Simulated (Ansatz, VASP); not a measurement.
## Two plane-wave programs on MnPt2

```xyz
3
Lattice="2.8584 0.0000 0.0000 -1.4292 2.4755 0.0000 0.0000 0.0000 6.5325" Properties=species:S:1:pos:R:3 pbc="T T T"
Pt    1.4292    0.8252    2.0656
Pt    0.0000    1.6503    4.4669
Mn    0.0000    0.0000    0.0000
```

Alike in both runs: functional PBEsol-based screened hybrid with a share of 0.25 of exact exchange and HFSCREEN = 0.207; k mesh 6 × 6 × 2; occupations fermi-dirac, width 0.05 eV; collinear spin.

|  | VASP | Ansatz |
| --- | --- | --- |
| version | VASP 6.6.1 | Ansatz 0.2.0 |
| potentials or method | VASP PAW PBE potentials, release 64 (Pt, Mn_pv) | Ansatz PAW |
| plane-wave cutoff (eV) | 520 | 420 |
| valence electrons in the cell | 33 | 51 |
| task | single point | band structure |

|  | VASP | Ansatz | Ansatz less VASP |
| --- | --- | --- | --- |
| gap on the k mesh at the Fermi level (eV) | none | none | - |
| pressure (GPa) | -7.1 | -7.5 | -0.34 |
| traceless stress, the component that is largest in VASP (GPa) | 2.47 | 2.49 | +0.014 |
| rms of the force components (eV/Å) | 0.101 | 0.099 | -0.0021 |
| net moment per atom (μB) | 1.63 | 1.63 | -0.001 |
| size of the moment on the site where the two differ most (μB) | 0.27 | 0.32 | +0.045 |

VASP's potentials were made for PBE, not for PBEsol-based screened hybrid. Site moments also hang on the region over which each program counts them. Atom by atom the forces differ by 0.002 eV/Å (rms over components). A gap of «none» marks a metal or a gap that the smearing closes. VASP's potentials hold 33 valence electrons a cell and Ansatz's 51, so a difference there can come from the potentials and not from the codes.

The k mesh is coarse, so the values compare programs but aren't converged. Neither program's run includes spin-orbit coupling. Noted on Ansatz's run: the magnetic or orbital state may not be the lowest.
